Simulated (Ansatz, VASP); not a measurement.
## One calculation of GaN, two programs

```
CELL_PARAMETERS angstrom
0.00000 2.25069 2.25069
2.25069 0.00000 2.25069
2.25069 2.25069 0.00000
ATOMIC_POSITIONS crystal
Ga 0.00000 0.00000 0.00000
N 0.25000 0.25000 0.25000
```

Alike in both runs: functional PBEsol; k mesh 8 × 8 × 8; occupations gaussian, width 0.1 eV; no spin polarisation.

Ansatz relaxed the structure, and its values are those at the end. VASP's run is a single point on that final structure, the one shown.

```csv
,VASP,Ansatz
version,VASP 6.6.1,Ansatz 0.2.0
potentials or method,"VASP PAW PBE potentials, release 64 (Ga_d, N), cutoff 600 eV","scalar-relativistic, plane waves, PAW"
valence electrons in the cell,18,18
```

```tsv
	VASP	Ansatz	Ansatz less VASP
gap on the k mesh at the Fermi level (eV)	1.71	1.69	-0.019
least direct gap on the mesh (eV)	1.71	1.69	-0.019
pressure (GPa)	-0.8	-0.4	+0.38
```

VASP's potentials were made for PBE, not for PBEsol. The functional is the same, so the differences come from potentials, cutoffs and numerics.
